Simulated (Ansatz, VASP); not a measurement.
# W: VASP beside Ansatz

The input INCAR:

```
SYSTEM = W
ALGO     = Normal         ! electronic algorithm
EDIFF    = 1E-6           ! SCF threshold, eV
ENCUT    = 500            ! plane-wave cutoff, eV
GGA      = LIBXC          ! functional
GGA_COMPAT= .False.      
ISIF     = 2              ! what is computed and relaxed
ISMEAR   = 1              ! smearing method
LASPH    = .True.         ! aspherical terms in the spheres
LCHARG   = .False.        ! write CHGCAR
LIBXC1   = GGA_X_B88    
LIBXC2   = GGA_C_PBE    
LREAL    = .False.        ! projectors in reciprocal space
LWAVE    = .False.        ! write WAVECAR
NBANDS   = 13             ! bands
NELM     = 120            ! most SCF steps
PREC     = Accurate       ! precision mode
SIGMA    = 0.01           ! smearing width, eV
```

Contents of KPOINTS:

```
k-points
0
Gamma
  12 12 12
  0 0 0
```

File POSCAR:

```
W
1.0
   -1.5500431812      1.5500431812      1.5500431812
    1.5500431812     -1.5500431812      1.5500431812
    1.5500431812      1.5500431812     -1.5500431812
W
1
Direct
    0.0000000000      0.0000000000      0.0000000000
```

The input input.yaml:

```yaml
crystal:
  lattice:
    - [-1.5500431812, 1.5500431812, 1.5500431812]
    - [1.5500431812, -1.5500431812, 1.5500431812]
    - [1.5500431812, 1.5500431812, -1.5500431812]
  atoms:
    - { symbol: W, position: [0.0, 0.0, 0.0] }
kpoints:
  mp_grid: { grid: [12, 12, 12] }
scf:
  occupations: { method: cold, width: 0.01 }
hamiltonian:
  xc: { exchange: b88, correlation: pbe }
  pseudopotentials: { kind: all_electron, lapw: { basis_error: 0.002 } }
output:
  forces: true
  stress: true
  eigenvalues: true
```

Change from the starting cell: volume scaled by 0.94.

Alike in both runs: task single point; functional b88 exchange, pbe correlation; k mesh 12 × 12 × 12; no spin polarisation.

|  | VASP | Ansatz |
| --- | --- | --- |
| version | VASP 6.6.1 | Ansatz 0.2.0 |
| potentials or method | VASP PAW PBE potentials, release 64 (W_sv), cutoff 500 eV | all-electron LAPW, scalar-relativistic |
| occupations | methfessel-paxton of order 1, width 0.01 eV | cold, width 0.01 eV |

VASP gave:

| Property | Result |
| --- | --- |
| gap on the k mesh at the Fermi level (eV) | none |
| pressure (GPa) | 28.4 |

Question: Estimate Ansatz's values.

Answer: gap on the k mesh at the Fermi level (eV): none; pressure (GPa): 27.6.

VASP's potentials were made for PBE, not for b88 exchange, pbe correlation. A gap of «none» marks a metal or a gap that the smearing closes. Ansatz ran all-electron here, and VASP with PAW potentials.

Neither program's run includes spin-orbit coupling.
